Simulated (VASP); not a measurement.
# Mg2PbN2 (P-3m1) in VASP: further runs, part 2 of 3

VASP 6.6.1. Earlier steps stand in the parts before.

### Step 3. Single point, PBE

The input, INCAR:

```
  ALGO = Normal
  EDIFF = 1E-7
  ENCUT = 520
  GGA = PE
  ISIF = 2
  ISMEAR = 0
  LASPH = True
  LCHARG = False
  LREAL = False
  LWAVE = False
  NBANDS = 22
  NELM = 60
  PREC = Accurate
  SIGMA = 0.01
```

The input, KPOINTS:

```
k-points
0
Gamma
  6 6 3
```

The input, POSCAR:

```
Mg2PbN2
1.0
    3.6268640000      0.0000000000      0.0000000000
   -1.8134320000      3.1409563601      0.0000000000
    0.0000000000      0.0000000000      6.5658920000
Mg Pb N
2 1 2
Direct
    0.6666666667      0.3333333333      0.1387760000
    0.3333333333      0.6666666667      0.8612240000
    0.0000000000      0.0000000000      0.5000000000
    0.6666666667      0.3333333333      0.7974550000
    0.3333333333      0.6666666667      0.2025450000
```

Potentials or basis: VASP PAW PBE potentials, release 64 (Mg, Pb_d, N).

Command:

```bash
> cat potpaw_PBE.64/Mg/POTCAR potpaw_PBE.64/Pb_d/POTCAR potpaw_PBE.64/N/POTCAR > POTCAR
> mpirun -np 1 vasp_std > vasp.out
```

OUTCAR:

```text
EDIFF = 1E-7
   ENCUT = 520
   GGA = PE
   ISIF = 2
   ISMEAR = 0
   LASPH = True
   LREAL = False
   NELM = 60
   PREC = Accurate

 ion  position               nearest neighbor table
   1  0.667  0.333  0.139-   5 2.14   5 2.14   5 2.14   4 2.24   2 2.78   2 2.78   2 2.78   3 3.16
                             3 3.16   3 3.16
   2  0.333  0.667  0.861-   4 2.14   4 2.14   4 2.14   5 2.24   1 2.78   1 2.78   1 2.78   3 3.16
                             3 3.16   3 3.16
   3  0.000  0.000  0.500-   4 2.86   5 2.86   4 2.86   5 2.86   4 2.86   5 2.86   1 3.16   2 3.16
                             2 3.16   1 3.16   1 3.16   2 3.16
   4  0.667  0.333  0.797-   2 2.14   2 2.14   2 2.14   1 2.24   3 2.86   3 2.86   3 2.86
   5  0.333  0.667  0.203-   1 2.14   1 2.14   1 2.14   2 2.24   3 2.86   3 2.86   3 2.86

  LATTYP: Found a hexagonal cell.
 ALAT       =     3.6268640000
 C/A-ratio  =     1.8103496574

  Lattice vectors:

 A1 = (   3.6268640000,   0.0000000000,   0.0000000000)
 A2 = (  -1.8134320000,   3.1409563601,   0.0000000000)
 A3 = (   0.0000000000,   0.0000000000,   6.5658920000)

Analysis of symmetry for initial positions (statically):
=====================================================================
 Subroutine PRICEL returns:
 Original cell was already a primitive cell.

 Routine SETGRP: Setting up the symmetry group for a
 hexagonal supercell.

 Subroutine GETGRP returns: Found 12 space group operations
 (whereof 12 operations were pure point group operations)
 out of a pool of 24 trial point group operations.

The static configuration has the point symmetry D_3d.

Analysis of symmetry for dynamics (positions and initial velocities):
=====================================================================
 Subroutine PRICEL returns:
 Original cell was already a primitive cell.

 Routine SETGRP: Setting up the symmetry group for a
 hexagonal supercell.

 Subroutine GETGRP returns: Found 12 space group operations
 (whereof 12 operations were pure point group operations)
 out of a pool of 24 trial point group operations.

The dynamic configuration has the point symmetry D_3d.

 Subroutine INISYM returns: Found 12 space group operations
 (whereof 12 operations are pure point group operations),
 and found     1 'primitive' translations

----------------------------------------------------------------------------------------

                                     Primitive cell

  volume of cell :      74.7975

  direct lattice vectors                    reciprocal lattice vectors
     3.626864000  0.000000000  0.000000000     0.275720292  0.159187185  0.000000000
    -1.813432000  3.140956360  0.000000000     0.000000000  0.318374369  0.000000000
     0.000000000  0.000000000  6.565892000     0.000000000  0.000000000  0.152302231

  length of vectors
     3.626864000  3.626864000  6.565892000     0.318374369  0.318374369  0.152302231

  position of ions in fractional coordinates (direct lattice)
     0.666666667  0.333333333  0.138776000
     0.333333333  0.666666667  0.861224000
     0.000000000  0.000000000  0.500000000
     0.666666667  0.333333333  0.797455000
     0.333333333  0.666666667  0.202545000

  ion indices of the primitive-cell ions
   primitive index   ion index
[... 29 lines left out ...]

 Found     17 irreducible k-points:

 Following reciprocal coordinates:
            Coordinates               Weight
  0.000000  0.000000  0.000000      1.000000
  0.166667  0.000000  0.000000      6.000000
  0.333333  0.000000  0.000000      6.000000
  0.500000  0.000000  0.000000      3.000000
  0.166667  0.166667  0.000000      6.000000
  0.333333  0.166667  0.000000     12.000000
[... 9 lines left out ...]
 -0.166667  0.500000  0.333333     12.000000
  0.333333  0.333333  0.333333      4.000000
   k-points           NKPTS =     17   k-points in BZ     NKDIM =     17   number of bands    NBANDS=     22
   number of dos      NEDOS =    301   number of ions     NIONS =      5
   total plane-waves  NPLWV =  39200
   dimension x,y,z NGX =    28 NGY =   28 NGZ =   50
   dimension x,y,z NGXF=    56 NGYF=   56 NGZF=  100
   ions per type =               2   1   2
   NGX,Y,Z   is equivalent  to a cutoff of  12.83, 12.83, 12.66 a.u.
   NGXF,Y,Z  is equivalent  to a cutoff of  25.67, 25.67, 25.32 a.u.
 SYSTEM =  unknown system
   PREC   = accura    normal or accurate (medium, high low for compatibility)
   ISTART =      0    job   : 0-new  1-cont  2-samecut
   ICHARG =      2    charge: 1-file 2-atom 10-const
   ISPIN  =      1    spin polarized calculation?
   LNONCOLLINEAR =      F non collinear calculations
   LSORBIT =      F    spin-orbit coupling
   LASPH  =      T    aspherical Exc in radial PAW
   ENCUT  =  520.0 eV  38.22 Ry    6.18 a.u.   6.74  6.74 12.21*2*pi/ulx,y,z
   NELM   =     60;   NELMIN=  2; NELMDL= -5     # of ELM steps
   EDIFF  = 0.1E-06   stopping-criterion for ELM
   LREAL  =      F    real-space projection
   EDIFFG = 0.1E-05   stopping-criterion for IOM
   NSW    =      0    number of steps for IOM
   IBRION =     -1    ionic relax: 0-MD 1-quasi-New 2-CG
   NFREE  =      0    steps in history (QN), initial steepest desc. (CG)
   ISIF   =      2    stress and relaxation
   ISYM   =      2    0-nonsym 1-usesym 2-fastsym
   POTIM  = 0.5000    time-step for ionic-motion
   TEBEG  =    0.0;   TEEND  =   0.0 temperature during run
   PSTRESS=    0.0 pullay stress
   NELECT =      28.0000    total number of electrons
   NUPDOWN=      -1.0000    fix difference up-down
   EMIN   =  10.00;   EMAX   =-10.00  energy-range for DOS
   EFERMI =   0.00;   METHOD = LEGACY
   ISMEAR =     0;   SIGMA  =   0.01  broadening in eV -4-tet -1-fermi 0-gaus
   EFERMI_NEDOS =   21; number of points for ismear=-14 and -15
   IALGO  =     38    algorithm
   IMIX   =      4    mixing-type and parameters
     AMIX     =   0.40;   BMIX     =  1.00
     AMIX_MAG =   1.60;   BMIX_MAG =  1.00
  volume/ion in A,a.u.               =      14.96       100.95
  Fermi-wavevector in a.u.,A,eV,Ry     =   1.179864  2.229619 18.940379  1.392079
  Thomas-Fermi vector in A             =   2.316167
   LORBIT       =      0    0 simple, 1 ext, 2 COOP (PROOUT), +10 PAW based schemes
   GGA     = PE    functional components
   LHFCALC =     F    Hartree Fock is set to
   AEXX    =    0.0000 exact exchange contribution
   IVDW    =     0    specifies the selected vdW correction
   LEPSILON=     F    determine dielectric tensor
   LRPA    =     F    only Hartree local field effects (RPA)
 non-spin polarized calculation
 Gauss-broadening in eV      SIGMA  =   0.01
  energy-cutoff  :      520.00
  volume of cell :       74.80
 maximum number of plane-waves:      2022
 NGX is ok and might be reduce to    28
   NGX = 13   NGY = 13   NGZ = 25

 number of electron      27.9999999 magnetization

 Free energy of the ion-electron system (eV)
  ---------------------------------------------------
  ext. energy  EPLUGINS =         0.00000000
  ---------------------------------------------------
  free energy    TOTEN  =       -24.09980219 eV

  energy without entropy =      -24.09980219  energy(sigma->0) =      -24.09980219

 E-fermi :   5.2660     XC(G=0): -10.3017

 val. band max:        5.1893175894   @ k =   0.0000   0.1667   0.3333
 cond. band min:       5.8239794131   @ k =   0.5000   0.0000   0.3333
 fundamental gap:      0.6346618237
 Fermi energy:         5.2659799314

 k-point     1 :       0.0000    0.0000    0.0000
  band No.  band energies     occupation
      1     -11.7358      2.00000
      2     -11.7358      2.00000
      3     -11.6881      2.00000
      4     -11.5522      2.00000
      5     -11.5522      2.00000
      6      -8.6664      2.00000
[... 414 lines left out ...]
     21      14.5698      0.00000
     22      14.5698      0.00000

------------------------ aborting loop because EDIFF is reached ----------------------------------------

  FORCE on cell =-STRESS in cart. coord.  units (eV):
  Direction    XX          YY          ZZ          XY          YZ          ZX
  --------------------------------------------------------------------------------------
  -------------------------------------------------------------------------------------
  Total       -0.1749275     -0.1749275     -0.1999203      0.0000000      0.0000000      0.0000000
  in kB       -3.7469844     -3.7469844     -4.2823334      0.0000000      0.0000000      0.0000000
  external PRESSURE =      -3.9254340 kB  Pullay stress =       0.0000000 kB

 VOLUME and BASIS-vectors are now :
 -----------------------------------------------------------------------------
  energy-cutoff  :      520.00
  volume of cell :       74.80
      direct lattice vectors                 reciprocal lattice vectors
     3.626864000  0.000000000  0.000000000     0.275720292  0.159187185  0.000000000
    -1.813432000  3.140956360  0.000000000     0.000000000  0.318374369  0.000000000
     0.000000000  0.000000000  6.565892000     0.000000000  0.000000000  0.152302231

 POSITION                                       TOTAL-FORCE (eV/Angst)
 -----------------------------------------------------------------------------------
      1.81343      1.04699      0.91119        -0.000000      0.000000      0.004563
     -0.00000      2.09397      5.65470         0.000000     -0.000000     -0.004563
      0.00000      0.00000      3.28295         0.000000      0.000000      0.000000
      1.81343      1.04699      5.23600        -0.000000     -0.000000      0.001479
     -0.00000      2.09397      1.32989         0.000000      0.000000     -0.001479
 -----------------------------------------------------------------------------------
    total drift:                                0.000000      0.000000     -0.000000

  FREE ENERGIE OF THE ION-ELECTRON SYSTEM (eV)
  ---------------------------------------------------
  free  energy   TOTEN  =       -24.0998021875 eV

  energy  without entropy=      -24.0998021875  energy(sigma->0) =      -24.09980219
```

stdout:

```text
POSCAR found type information on POSCAR MgPbN
 POSCAR found :  3 types and       5 ions
 scaLAPACK will be used
 LDA part: xc-table for (Slater+PW92), standard interpolation
 POSCAR, INCAR and KPOINTS ok, starting setup
 FFT: planning ... GRIDC
 FFT: planning ... GRID_SOFT
 FFT: planning ... GRID
 WAVECAR not read
 entering main loop
```

It took 43 s on 1 thread of Intel Xeon 8259CL, shared host; peak memory 0.2 GiB.

Results:

* Free energy: -24.0998 eV
* Pressure: -0.4 GPa
* Largest force: 0.005 eV/Å
* Band gap on the k mesh: 0.63 eV (least direct gap 1.37 eV)

Forces on the atoms (eV/Å):
```
Mg   0.000  0.000  0.005
Mg   0.000  0.000 -0.005
Pb   0.000  0.000  0.000
N    0.000  0.000  0.001
N    0.000  0.000 -0.001
```

Caveat: spin-orbit coupling is left out, which moves the levels of the heavy elements; an odd mesh through Γ misses points on the zone boundary, where band edges can lie.

(Part 2 of 3 ends here.)
